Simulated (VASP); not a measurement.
A run of VASP 6.6.1:

The input INCAR:

```
SYSTEM = SnO
PREC = Accurate
ENCUT = 520
EDIFF = 1E-6
ISMEAR = 0
SIGMA = 0.05
LREAL = .FALSE.
LASPH = .TRUE.
NELM = 100
ALGO = Normal
ISIF = 2
LWAVE = .FALSE.
LCHARG = .FALSE.
GGA = PE
IVDW = 12
NBANDS = 28
```

Contents of KPOINTS:

```
Automatic mesh
0
G
  10 6 8
  0 0 0
```

POSCAR

```
SnO
1.0
    3.3475001592      0.0000000000      0.0000000000
    0.0000000000      5.7220575300      0.0000000000
    0.0000000000      0.0000000000      3.9124910623
Sn O
2 2
Direct
    0.0000000000      0.2345104856      0.5269946555
    0.5000000000      0.7654895144      0.0269946555
    0.0000000000      0.8836051479      0.7230063445
    0.5000000000      0.1163948521      0.2230063445
```

Potentials or basis: VASP PAW PBE potentials, release 64 (Sn_d, O).

Command:

```sh
$ cat potpaw_PBE.64/Sn_d/POTCAR potpaw_PBE.64/O/POTCAR > POTCAR
$ mpirun -np 1 vasp_std > vasp.out
```

Hardware: 1 thread of Intel(R) Xeon(R) 6975P-C (Granite Rapids), with other jobs on the host.

Question: How long does it take, and how much memory?

Answer: Run time: 110 s on 1 thread of Intel(R) Xeon(R) 6975P-C (Granite Rapids), on a shared host, peak memory 0.34 GiB. Counts: scf iterations 14, k points 120.
